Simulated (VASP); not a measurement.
# HPt3 in VASP: notebook

HPt3 is run at these levels: PBE; tasks: relaxation of the atoms.

All numbers are computed with VASP 6.6.1; they aren't measurements. Logs are shortened: lines on timing, memory, paths and dates and some standing lists are left out, and cuts for length are marked.

## 1. The cell of the first run

The cell holds a slab with vacuum, 4 atoms: a = 2.807 Å, b = 2.807 Å, c = 19.351 Å, α = 90.00°, β = 90.00°, γ = 90.00°.

## 2. Relaxation of the atoms, PBE

The input, INCAR:

```
  PREC = Accurate
  ENCUT = 520
  EDIFF = 1E-7
  ISMEAR = 0
  SIGMA = 0.1
  LREAL = F
  LASPH = T
  NELM = 80
  ALGO = Normal
  ISIF = 2
  LWAVE = F
  LCHARG = F
  LDIPOL = T
  IDIPOL = 3
  DIPOL = 0.5 0.5 0.326
  GGA = PE
  IBRION = 2
  NSW = 36
  EDIFFG = -0.025
```

The input, KPOINTS:

```
Automatic mesh
0
Gamma
  9 9 1
```

The input, POSCAR:

```
HPt3
1.0
    2.8071640668      0.0000000000      0.0000000000
    0.0000000000      2.8071640668      0.0000000000
    0.0000000000      0.0000000000     19.3513900635
Pt H
3 1
Selective dynamics
Direct
    0.5000000000      0.5000000000      0.2067034971  F F F
    0.0000000000      0.0000000000      0.3062505493  F F F
    0.5000000000      0.5000000000      0.4057274458  F F F
    0.8333333333      1.0000000000      0.3870653517  F F T
```

Potentials or basis: VASP PAW PBE potentials, release 64 (Pt, H).

Launch:

```sh
$ cat potpaw_PBE.64/Pt/POTCAR potpaw_PBE.64/H/POTCAR > POTCAR
$ mpirun -np 1 vasp_std > vasp.out
```

OUTCAR:

```text
PREC = Accurate
   ENCUT = 520
   EDIFF = 1E-7
   ISMEAR = 0
   LREAL = F
   LASPH = T
   NELM = 80
   ISIF = 2
   GGA = PE
   IBRION = 2
   NSW = 36
   EDIFFG = -0.025

 ion  position               nearest neighbor table
   1  0.500  0.500  0.207-   2 2.77   2 2.77   2 2.77   2 2.77
   2  0.000  0.000  0.306-   4 1.63   3 2.77   3 2.77   3 2.77   3 2.77   1 2.77   1 2.77   1 2.77
                             1 2.77
   3  0.500  0.500  0.406-   4 1.73   4 1.73   2 2.77   2 2.77   2 2.77   2 2.77
   4  0.833  0.000  0.387-   2 1.63   3 1.73   3 1.73

  LATTYP: Found a simple tetragonal cell.
 ALAT       =     2.8071640668
 C/A-ratio  =     6.8935728739

  Lattice vectors:

 A1 = (   2.8071640668,   0.0000000000,   0.0000000000)
 A2 = (   0.0000000000,   2.8071640668,   0.0000000000)
 A3 = (   0.0000000000,   0.0000000000,  19.3513900635)

Analysis of symmetry for initial positions (statically):
=====================================================================
 Subroutine PRICEL returns:
 Original cell was already a primitive cell.

 Routine SETGRP: Setting up the symmetry group for a
 simple tetragonal supercell.

 Subroutine GETGRP returns: Found  2 space group operations
 (whereof  2 operations were pure point group operations)
 out of a pool of 16 trial point group operations.

The static configuration has the point symmetry C_1h.

Analysis of symmetry for dynamics (positions and initial velocities):
=====================================================================
 Subroutine PRICEL returns:
 Original cell was already a primitive cell.

 Routine SETGRP: Setting up the symmetry group for a
 simple tetragonal supercell.

 Subroutine GETGRP returns: Found  2 space group operations
 (whereof  2 operations were pure point group operations)
 out of a pool of 16 trial point group operations.

The dynamic configuration has the point symmetry C_1h.

Analysis of constrained symmetry for selective dynamics:
=====================================================================
 Subroutine PRICEL returns:
 Original cell was already a primitive cell.

 Routine SETGRP: Setting up the symmetry group for a
 simple tetragonal supercell.

 Subroutine GETGRP returns: Found  2 space group operations
 (whereof  2 operations were pure point group operations)
 out of a pool of 16 trial point group operations.

The constrained configuration has the point symmetry C_1h.

 Subroutine INISYM returns: Found  2 space group operations
 (whereof  2 operations are pure point group operations),
 and found     1 'primitive' translations

----------------------------------------------------------------------------------------

                                     Primitive cell

  volume of cell :     152.4922

  direct lattice vectors                    reciprocal lattice vectors
     2.807164067  0.000000000  0.000000000     0.356231405  0.000000000  0.000000000
     0.000000000  2.807164067  0.000000000     0.000000000  0.356231405  0.000000000
     0.000000000  0.000000000 19.351390063     0.000000000  0.000000000  0.051675874

  length of vectors
     2.807164067  2.807164067 19.351390063     0.356231405  0.356231405  0.051675874

  position of ions in fractional coordinates (direct lattice)
     0.500000000  0.500000000  0.206703497
     0.000000000  0.000000000  0.306250549
     0.500000000  0.500000000  0.405727446
     0.833333333  0.000000000  0.387065352

  ion indices of the primitive-cell ions
   primitive index   ion index
                 1           1
                 2           2
                 3           3
                 4           4

----------------------------------------------------------------------------------------

 KPOINTS: Automatic mesh

Automatic generation of k-mesh.
 Grid dimensions read from file:
 generate k-points for:    9    9    1

 Generating k-lattice:

  Cartesian coordinates                     Fractional coordinates (reciprocal lattice)
     0.039581267  0.000000000  0.000000000     0.111111111  0.000000000  0.000000000
     0.000000000  0.039581267  0.000000000     0.000000000  0.111111111  0.000000000
     0.000000000  0.000000000  0.051675874     0.000000000  0.000000000  1.000000000

  Length of vectors
     0.039581267  0.039581267  0.051675874

  Shift w.r.t. Gamma in fractional coordinates (k-lattice)
     0.000000000  0.000000000  0.000000000

 Subroutine IBZKPT returns following result:
 ===========================================

 Found     25 irreducible k-points:

 Following reciprocal coordinates:
            Coordinates               Weight
  0.000000  0.000000  0.000000      1.000000
  0.111111  0.000000  0.000000      2.000000
  0.000000  0.111111  0.000000      2.000000
  0.222222  0.000000  0.000000      2.000000
  0.000000  0.222222  0.000000      2.000000
  0.333333  0.000000  0.000000      2.000000
[... 16 lines left out ...]
  0.444444  0.333333  0.000000      4.000000
 -0.333333  0.444444  0.000000      4.000000
   k-points           NKPTS =     25   k-points in BZ     NKDIM =     25   number of bands    NBANDS=     19
   number of dos      NEDOS =    301   number of ions     NIONS =      4
   total plane-waves  NPLWV =  82944
   dimension x,y,z NGX =    24 NGY =   24 NGZ =  144
   dimension x,y,z NGXF=    48 NGYF=   48 NGZF=  288
   ions per type =               3   1
   NGX,Y,Z   is equivalent  to a cutoff of  14.21, 14.21, 12.37 a.u.
   NGXF,Y,Z  is equivalent  to a cutoff of  28.43, 28.43, 24.74 a.u.
 SYSTEM =  unknown system
   PREC   = accura    normal or accurate (medium, high low for compatibility)
   ISTART =      0    job   : 0-new  1-cont  2-samecut
   ICHARG =      2    charge: 1-file 2-atom 10-const
   ISPIN  =      1    spin polarized calculation?
   LNONCOLLINEAR =      F non collinear calculations
   LSORBIT =      F    spin-orbit coupling
   LASPH  =      T    aspherical Exc in radial PAW
   ENCUT  =  520.0 eV  38.22 Ry    6.18 a.u.   5.22  5.22 35.98*2*pi/ulx,y,z
   NELM   =     80;   NELMIN=  2; NELMDL= -5     # of ELM steps
   EDIFF  = 0.1E-06   stopping-criterion for ELM
   LREAL  =      F    real-space projection
   EDIFFG = -.3E-01   stopping-criterion for IOM
   NSW    =     36    number of steps for IOM
   IBRION =      2    ionic relax: 0-MD 1-quasi-New 2-CG
   NFREE  =      1    steps in history (QN), initial steepest desc. (CG)
   ISIF   =      2    stress and relaxation
   ISYM   =      2    0-nonsym 1-usesym 2-fastsym
   POTIM  = 0.5000    time-step for ionic-motion
   TEBEG  =    0.0;   TEEND  =   0.0 temperature during run
   PSTRESS=    0.0 pullay stress
   NELECT =      31.0000    total number of electrons
   NUPDOWN=      -1.0000    fix difference up-down
   EMIN   =  10.00;   EMAX   =-10.00  energy-range for DOS
   EFERMI =   0.00;   METHOD = LEGACY
   ISMEAR =     0;   SIGMA  =   0.10  broadening in eV -4-tet -1-fermi 0-gaus
   EFERMI_NEDOS =   21; number of points for ismear=-14 and -15
   IALGO  =     38    algorithm
   IMIX   =      4    mixing-type and parameters
     AMIX     =   0.40;   BMIX     =  1.00
     AMIX_MAG =   1.60;   BMIX_MAG =  1.00
  volume/ion in A,a.u.               =      38.12       257.27
  Fermi-wavevector in a.u.,A,eV,Ry     =   0.962601  1.819051 12.607158  0.926600
  Thomas-Fermi vector in A             =   2.092074
   LORBIT       =      0    0 simple, 1 ext, 2 COOP (PROOUT), +10 PAW based schemes
   GGA     = PE    functional components
   LHFCALC =     F    Hartree Fock is set to
   AEXX    =    0.0000 exact exchange contribution
   IVDW    =     0    specifies the selected vdW correction
   LEPSILON=     F    determine dielectric tensor
   LRPA    =     F    only Hartree local field effects (RPA)
 conjugate gradient relaxation of ions
 non-spin polarized calculation
 Gauss-broadening in eV      SIGMA  =   0.10
  energy-cutoff  :      520.00
  volume of cell :      152.49
 maximum number of plane-waves:      4159
 NGX is ok and might be reduce to    24
   NGX = 11   NGY = 11   NGZ = 71

--------------------------------------- Ionic step        1  -------------------------------------------

 number of electron      30.9999999 magnetization

 Free energy of the ion-electron system (eV)
  ---------------------------------------------------
  ext. energy  EPLUGINS =         0.00000000
  ---------------------------------------------------
  free energy    TOTEN  =       -19.31726233 eV

  energy without entropy =      -19.28551815  energy(sigma->0) =      -19.30139024

------------------------ aborting loop because EDIFF is reached ----------------------------------------

  FORCE on cell =-STRESS in cart. coord.  units (eV):
  Direction    XX          YY          ZZ          XY          YZ          ZX
  --------------------------------------------------------------------------------------
  -------------------------------------------------------------------------------------
  Total        2.0402962      3.0730466      5.9572684      0.0000000      0.0000000     -1.3416261
  in kB       21.4366073     32.2873177     62.5907258      0.0000000      0.0000000    -14.0959492
  external PRESSURE =      38.7715503 kB  Pullay stress =       0.0000000 kB
[... 95 lines left out ...]
  FREE ENERGIE OF THE ION-ELECTRON SYSTEM (eV)
  ---------------------------------------------------
  free  energy   TOTEN  =       -19.6524445215 eV

  energy  without entropy=      -19.6210501295  energy(sigma->0) =      -19.63674733

 dipolmoment           0.000000      0.000000      0.041989 electrons x Angstroem

 vacuum level on the upper side and lower side of the slab       (xc-potential included)        -0.219        -0.001

[... ionic steps 4 to 16 ...]

--------------------------------------- Ionic step       17  -------------------------------------------

 number of electron      30.9999998 magnetization

------------------------ aborting loop because EDIFF is reached ----------------------------------------
[... 71 lines left out ...]
--------------------------------------- Ionic step       19  -------------------------------------------

 number of electron      30.9999998 magnetization

 dipolmoment           0.000000      0.000000     -0.010654 electrons x Angstroem

 Free energy of the ion-electron system (eV)
  ---------------------------------------------------
  ext. energy  EPLUGINS =         0.00000000
  ---------------------------------------------------
  free energy    TOTEN  =       -20.25051892 eV

  energy without entropy =      -20.21851620  energy(sigma->0) =      -20.23451756

 E-fermi :  -0.4905     XC(G=0):  -5.1378

 val. band max:       -0.4918350527   @ k =   0.4444   0.2222   0.0000
 cond. band min:      -0.4828951119   @ k =   0.3333   0.0000   0.0000
 fundamental gap:      0.0089399408
 Fermi energy:        -0.4905150192

 k-point     1 :       0.0000    0.0000    0.0000
  band No.  band energies     occupation
      1     -10.2196      2.00000
      2      -8.3074      2.00000
      3      -6.6810      2.00000
      4      -6.5362      2.00000
      5      -5.3879      2.00000
      6      -4.2591      2.00000
[... 505 lines left out ...]
      6      -4.6003      2.00000
[... 11 lines left out ...]
     18       3.4457      0.00000
     19       4.6721      0.00000

 [... further k-points ...]

------------------------ aborting loop because EDIFF is reached ----------------------------------------

 vacuum level on the upper side and lower side of the slab       (xc-potential included)        -0.132         0.101

  FORCE on cell =-STRESS in cart. coord.  units (eV):
  Direction    XX          YY          ZZ          XY          YZ          ZX
  --------------------------------------------------------------------------------------
  -------------------------------------------------------------------------------------
  Total       -2.1773749     -2.5794997      1.6588484      0.0000000      0.0000000     -0.2222443
  in kB      -22.8768401    -27.1018105     17.4288819      0.0000000      0.0000000     -2.3350351
  external PRESSURE =     -10.8499229 kB  Pullay stress =       0.0000000 kB
[... 19 lines left out ...]
  FREE ENERGIE OF THE ION-ELECTRON SYSTEM (eV)
  ---------------------------------------------------
  free  energy   TOTEN  =       -20.2505189162 eV

  energy  without entropy=      -20.2185162035  energy(sigma->0) =      -20.23451756

 reached required accuracy - stopping structural energy minimisation

 vacuum level on the upper side and lower side of the slab         4.985         5.227
```

Run time: 16 min. Hardware: 1 thread of Intel Xeon Platinum 8375C at 2.90GHz (Ice Lake), shared host; peak memory 0.31 GiB.

Results:

```
Free energy               : -20.2505 eV
Energy gained by relaxing : 233.3 meV/atom
Ionic steps               : 19
Band gap on the k mesh    : zero (an odd number of electrons rules out a gap without spin polarisation)
```

Step by step:
```csv
step,energy change (eV),largest force on free atoms (eV/Å),pressure (GPa)
1,0.0000,1.6618,3.88
2,-0.1139,1.2243,3.47
3,-0.3352,0.8940,2.64
4,-0.7540,0.8746,0.71
5,-0.4552,1.6312,-3.10
6,-0.9302,0.1422,-0.91
7,-0.9331,0.0426,-1.18
8,-0.9332,0.0325,-1.07
9,-0.9332,0.0321,-1.07
10,-0.9332,0.0309,-1.07
11,-0.9332,0.0309,-1.07
12,-0.9332,0.0309,-1.07
13,-0.9332,0.0308,-1.07
14,-0.9332,0.0307,-1.07
15,-0.9332,0.0304,-1.07
16,-0.9332,0.0299,-1.07
17,-0.9332,0.0286,-1.08
18,-0.9332,0.0264,-1.08
19,-0.9333,0.0218,-1.08
```

Final structure:
```yaml
crystal:
  lattice:
    - [2.80716, 0.00000, 0.00000]
    - [0.00000, 2.80716, 0.00000]
    - [0.00000, 0.00000, 19.35139]
  atoms:
    - { symbol: Pt, position: [0.50000, 0.50000, 0.20670] }
    - { symbol: Pt, position: [0.00000, 0.00000, 0.30625] }
    - { symbol: Pt, position: [0.50000, 0.50000, 0.40573] }
    - { symbol: H, position: [0.83333, 0.00000, 0.44407] }
```

Levels at points of the mesh, in eV from the Fermi level:
```
           k point  band 13  band 14  band 15  band 16  band 17  band 18  band 19
(0.00, 0.00, 0.00)    -1.41    -1.31    -0.69     0.03     0.06     0.06     1.51
```

Caveat: spin-orbit coupling is left out, which moves the levels of the heavy elements.

## 3. Relaxation of the atoms, PBE

The input, INCAR:

```
PREC = Accurate
ENCUT = 520
EDIFF = 1E-6
ISMEAR = 0
SIGMA = 0.1
LREAL = False
LASPH = True
NELM = 60
ALGO = Normal
ISIF = 2
LWAVE = False
LCHARG = False
LDIPOL = True
IDIPOL = 3
DIPOL = 0.5 0.5 0.348
GGA = PE
IBRION = 2
NSW = 36
EDIFFG = -0.025
```

KPOINTS is that of step 2.

Changes to POSCAR since step 2:

```diff
@@ -12,2 +12,2 @@
     0.5000000000      0.5000000000      0.4057274458  F F F
-    0.8333333333      1.0000000000      0.3870653517  F F T
+    0.5000000000      0.8333333333      0.4720376549  F F T
```

Potentials or basis: VASP PAW PBE potentials, release 64 (Pt, H).

Launch:

```sh
$ cat potpaw_PBE.64/Pt/POTCAR potpaw_PBE.64/H/POTCAR > POTCAR
$ mpirun -np 1 vasp_std > vasp.out
```

Wall time 2.3 min (1 thread of AMD EPYC 7R13 (Zen 3), shared host); peak memory 0.28 GiB.

It converged, with:

```yaml
Free_energy: -20.3464 eV
Energy_gained_by_relaxing: 0.2 meV/atom
Ionic_steps: 3
Band_gap_on_the_k_mesh: zero (an odd number of electrons rules out a gap without spin polarisation)
```

Step by step:
```csv
step,energy change (eV),largest force on free atoms (eV/Å),pressure (GPa)
1,0.0000,0.1380,-1.22
2,-0.0007,0.0595,-1.28
3,-0.0008,0.0012,-1.32
```

Final structure:
```yaml
crystal:
  lattice:
    - [2.80716, 0.00000, 0.00000]
    - [0.00000, 2.80716, 0.00000]
    - [0.00000, 0.00000, 19.35139]
  atoms:
    - { symbol: Pt, position: [0.50000, 0.50000, 0.20670] }
    - { symbol: Pt, position: [0.00000, 0.00000, 0.30625] }
    - { symbol: Pt, position: [0.50000, 0.50000, 0.40573] }
    - { symbol: H, position: [0.50000, 0.83333, 0.47264] }
```

Levels at points of the mesh, in eV from the Fermi level:
```
           k point  band 12  band 13  band 14  band 15  band 16  band 17  band 18  band 19
(0.00, 0.00, 0.00)    -1.48    -1.35    -1.31    -0.52     0.01     0.05     0.09     1.41
```

Caveat: spin-orbit coupling is left out, which moves the levels of the heavy elements.

## 4. Relaxation of the atoms, PBE

The input, INCAR:

```
SYSTEM = HPt3
  PREC = Accurate
  ENCUT = 520
  EDIFF = 1E-6
  ISMEAR = 0
  SIGMA = 0.1
  LREAL = .False.
  LASPH = .True.
  NELM = 100
  ALGO = Normal
  ISIF = 2
  LWAVE = .False.
  LCHARG = .False.
  LDIPOL = .True.
  IDIPOL = 3
  DIPOL = 0.5 0.5 0.343
  GGA = PE
  IBRION = 2
  NSW = 36
  EDIFFG = -0.025
```

The input, KPOINTS:

```
regular mesh
0
Gamma
  9 9 1
  0 0 0
```

Changes to POSCAR since step 3:

```diff
@@ -12,2 +12,2 @@
     0.5000000000      0.5000000000      0.4057274458  F F F
-    0.5000000000      0.8333333333      0.4720376549  F F T
+    0.6666666667      1.0000000000      0.4537812297  F F T
```

Launch:

```sh
$ cat potpaw_PBE.64/Pt/POTCAR potpaw_PBE.64/H/POTCAR > POTCAR
$ mpirun -np 1 vasp_std > vasp.out
```

It took 2.4 min on 1 thread of Intel Xeon Platinum 8259CL at 2.50GHz (Skylake/Cascade Lake), shared host; peak memory 0.31 GiB.

It converged, with:

* Free energy: -20.4397 eV
* Energy gained by relaxing: 2.4 meV/atom
* Ionic steps: 3
* Band gap on the k mesh: zero (an odd number of electrons rules out a gap without spin polarisation)

The path:
```csv
step,energy change (eV),largest force on free atoms (eV/Å),pressure (GPa)
1,0.0000,0.3372,-0.77
2,-0.0047,0.2409,-0.89
3,-0.0096,0.0018,-1.16
```

Final structure:
```cif
data_structure
_symmetry_space_group_name_H-M 'P 1'
_symmetry_Int_Tables_number 1
_cell_length_a 2.8072
_cell_length_b 2.8072
_cell_length_c 19.3514
_cell_angle_alpha 90.000
_cell_angle_beta 90.000
_cell_angle_gamma 90.000
_cell_volume 152.49
loop_
_atom_site_label
_atom_site_type_symbol
_atom_site_fract_x
_atom_site_fract_y
_atom_site_fract_z
_atom_site_occupancy
Pt1 Pt 0.50000 0.50000 0.20670 1
Pt2 Pt 0.00000 0.00000 0.30625 1
Pt3 Pt 0.50000 0.50000 0.40573 1
H1 H 0.66667 0.00000 0.45673 1
```

Levels at points of the mesh, in eV from the Fermi level:
| k point | band 13 | band 14 | band 15 | band 16 | band 17 | band 18 | band 19 |
| --- | --- | --- | --- | --- | --- | --- | --- |
| (0.00, 0.00, 0.00) | -1.37 | -1.31 | -0.59 | 0.01 | 0.07 | 0.09 | 1.46 |

Caveat: spin-orbit coupling is left out, which moves the levels of the heavy elements.

## 5. The runs side by side

```csv
cell,gap on the mesh (eV)
"atoms relaxed, atomic positions A",none
"atoms relaxed, atomic positions B",none
"atoms relaxed, atomic positions C",none
```

Alike in all rows: task relaxation of the atoms; level PBE; potentials or basis VASP PAW PBE potentials, release 64 (Pt, H); no spin polarisation; k mesh 9 × 9 × 1; cutoff (eV) 520; smearing gaussian 0.1 eV.

Caveats: spin-orbit coupling is left out, which moves the levels of the heavy elements.

Absolute energies hang on the potentials; compare differences alone.
